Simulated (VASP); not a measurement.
Wanted: the native input for a VASP 6.6.1 run.

| Property | Result |
| --- | --- |
| Task | single point |
| Functional | PBE |
| Potentials or basis | VASP PAW PBE potentials, release 64 (W_sv) |
| Cutoff | 520 eV |
| k mesh | 9 × 9 × 13 |
| Occupations | fermi-dirac, width 0.08 eV |
| Spin | no spin polarisation |
| Dipole correction | no |
| Further INCAR settings | ALGO = Normal; EDIFF = 1e-07; NBANDS = 28 |

The structure of W lies in POSCAR:

```
W
1.0
    0.0000000000      3.1834185696     -3.1834185696
   -3.1834185696      0.0000000000      3.1834185696
    1.5917092848      1.5917092848      1.5917092848
W
3
Direct
    0.0000000000      0.0000000000      0.0000000000
    0.3333333330      0.6666666670      0.3333333330
    0.6666666670      0.3333333330      0.6666666670
```

One way to write it, as run:

INCAR

```
SYSTEM = W
ALGO = Normal
EDIFF = 1E-7
ENCUT = 520
GGA = PE
ISIF = 2
ISMEAR = -1
LASPH = .True.
LCHARG = .False.
LREAL = .False.
LWAVE = .False.
NBANDS = 28
NELM = 80
PREC = Accurate
SIGMA = 0.08
```

KPOINTS

```
k-points
0
Gamma
  9 9 13
  0 0 0
```

Potentials or basis: VASP PAW PBE potentials, release 64 (W_sv).

The run is started by

```bash
$ cat potpaw_PBE.64/W_sv/POTCAR > POTCAR
$ mpirun -np 1 vasp_std > vasp.out
```

Results of the run:

* Pressure: 0.6 GPa
* Band gap on the k mesh: zero (band 21 reaches 13.79 eV, above the bottom of band 22 at 9.99 eV)

Caveat: spin-orbit coupling is left out, which moves the levels of the heavy elements.

Run time: 5.7 min on 1 thread of AMD EPYC 7R13, on a shared host, peak memory 0.24 GiB.
